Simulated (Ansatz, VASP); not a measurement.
One calculation of Zn, two programs

```
CELL_PARAMETERS angstrom
2.70454 -1.28399 0.00000
2.70454 1.28399 0.00000
0.00000 0.00000 8.78546
ATOMIC_POSITIONS crystal
Zn 0.74970 0.25030 0.12500
Zn 0.75030 0.24970 0.62500
Zn 0.25030 0.74970 0.87500
Zn 0.24970 0.75030 0.37500
```

Alike in both runs: functional r2SCAN; k mesh 6 × 6 × 4; occupations gaussian, width 0.1 eV; no spin polarisation.

Ansatz relaxed the structure, and its values are those at the end. VASP's run is a single point on that final structure, the one shown.

|  | VASP | Ansatz |
| --- | --- | --- |
| version | VASP 6.6.1 | Ansatz 0.2.0 |
| potentials or method | VASP PAW PBE potentials, release 64 (Zn), cutoff 520 eV | scalar-relativistic, plane waves, PAW |
| valence electrons in the cell | 48 | 48 |

VASP gave:

```
gap on the k mesh at the Fermi level (eV) : none
pressure (GPa)                            : 0.6
```

Question: What did Ansatz give for the same quantities?

Answer: gap on the k mesh at the Fermi level (eV): none; pressure (GPa): 0.2.

VASP's potentials were made for PBE, not for r2SCAN. A gap of «none» marks a metal or a gap that the smearing closes.

The k mesh is coarse, so the values compare programs but aren't converged.
